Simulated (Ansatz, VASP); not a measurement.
# One calculation of Ta2N, two programs

```
Ta N
1.0
     3.08770    0.00000    0.00000
    -1.54385    2.67403    0.00000
     0.00000    0.00000    4.95823
Ta N
2 1
Direct
  0.66667 0.33333 0.74669
  0.33333 0.66667 0.25331
  0.00000 0.00000 0.00000
```

Alike in both runs: task single point; functional LDA; k mesh 18 × 18 × 10; occupations gaussian, width 0.15 eV; no spin polarisation.

|  | VASP | Ansatz |
| --- | --- | --- |
| version | VASP 6.6.1 | Ansatz 0.2.0 |
| potentials or method | VASP PAW LDA potentials, release 64 (Ta_pv, N), cutoff 520 eV | scalar-relativistic, plane waves, PAW |
| valence electrons in the cell | 27 | 31 |

VASP gave:

| Quantity | Value |
| --- | --- |
| gap on the k mesh at the Fermi level (eV) | none |
| pressure (GPa) | -13.4 |
| traceless stress, the component that is largest in VASP (GPa) | -3.57 |
| rms of the force components (eV/Å) | 0.049 |

Q: Which values does Ansatz return?

A: gap on the k mesh at the Fermi level (eV): none; pressure (GPa): -14.7; traceless stress, the component that is largest in VASP (GPa): -3.47; rms of the force components (eV/Å): 0.069.

Ansatz warns that its potentials were made for another functional, while VASP's fit it. LDA's correlation is that of Perdew and Zunger in VASP and of Perdew and Wang (1992) in Ansatz. Atom by atom the forces differ by 0.020 eV/Å (rms over components). A gap of «none» marks a metal or a gap that the smearing closes. VASP's potentials hold 27 valence electrons a cell and Ansatz's 31, so a difference there can come from the potentials and not from the codes.

Spin-orbit coupling is off throughout.
